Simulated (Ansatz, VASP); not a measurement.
**One calculation of Rh, two programs**

```
CELL_PARAMETERS angstrom
5.41634 0.00000 0.00000
-2.70817 4.69069 0.00000
0.00000 0.00000 25.11262
ATOMIC_POSITIONS crystal
Rh 0.33333 0.16667 0.31856
Rh 0.33333 0.66667 0.31856
Rh 0.83333 0.16667 0.31856
Rh 0.83333 0.66667 0.31856
Rh 0.66612 0.33383 0.40454
Rh 0.66616 0.83231 0.40455
Rh 0.16695 0.33336 0.40460
Rh 0.16657 0.83345 0.40397
Rh 0.00059 0.50128 0.48944
Rh 0.00023 0.99963 0.48955
Rh 0.50212 0.50153 0.49240
Rh 0.49910 0.99938 0.48936
```

Alike in both runs: task single point; functional PBE; k mesh 4 × 4 × 1; occupations gaussian, width 0.1 eV; no spin polarisation.

|  | VASP | Ansatz |
| --- | --- | --- |
| version | VASP 6.6.1 | Ansatz 0.2.0 |
| potentials or method | VASP PAW PBE potentials, release 64 (Rh_pv), cutoff 520 eV | scalar-relativistic, plane waves, PAW |
| valence electrons in the cell | 180 | 204 |

|  | VASP | Ansatz | Ansatz less VASP |
| --- | --- | --- | --- |
| gap on the k mesh at the Fermi level (eV) | none | none | - |
| rms of the force components (eV/Å) | 0.088 | 0.088 | +0.0001 |

Atom by atom the forces differ by 0.002 eV/Å (rms over components). A gap of «none» marks a metal or a gap that the smearing closes. With one functional, cell and mesh, what is left measures potentials, basis and numerics. VASP's potentials hold 180 valence electrons a cell and Ansatz's 204, so a difference there can come from the potentials and not from the codes.
